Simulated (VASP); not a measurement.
A run of VASP 6.6.1:

File INCAR:

```
  PREC = Accurate
  ENCUT = 600
  EDIFF = 1E-6
  ISMEAR = 1
  SIGMA = 0.1
  LREAL = F
  LASPH = T
  NELM = 120
  ALGO = Normal
  ISIF = 2
  LWAVE = F
  LCHARG = F
  GGA = PS
  NBANDS = 18
  GGA_COMPAT = F
```

The input KPOINTS:

```
Automatic mesh
0
Gamma
  7 7 7
```

File POSCAR:

```
ZrCu
1.0
    3.2526640000      0.0000000000      0.0000000000
    0.0000000000      3.2526640000      0.0000000000
    0.0000000000      0.0000000000      3.2526640000
Zr Cu
1 1
Direct
    0.5000000000      0.5000000000      0.5000000000
    0.0000000000      0.0000000000      0.0000000000
```

Potentials or basis: VASP PAW PBE potentials, release 64 (Zr_sv, Cu).

The run is started by

```sh
$ cat potpaw_PBE.64/Zr_sv/POTCAR potpaw_PBE.64/Cu/POTCAR > POTCAR
$ mpirun -np 1 vasp_std > vasp.out
```

Hardware: 1 thread of Intel(R) Xeon(R) Platinum 8488C (Sapphire Rapids), on a shared host.

Q: Estimate the wall time of this run.

A: Run time: 14 s on 1 thread of Intel(R) Xeon(R) Platinum 8488C (Sapphire Rapids) (shared host), peak memory 0.16 GiB. Counts: scf iterations 16, k points 20.
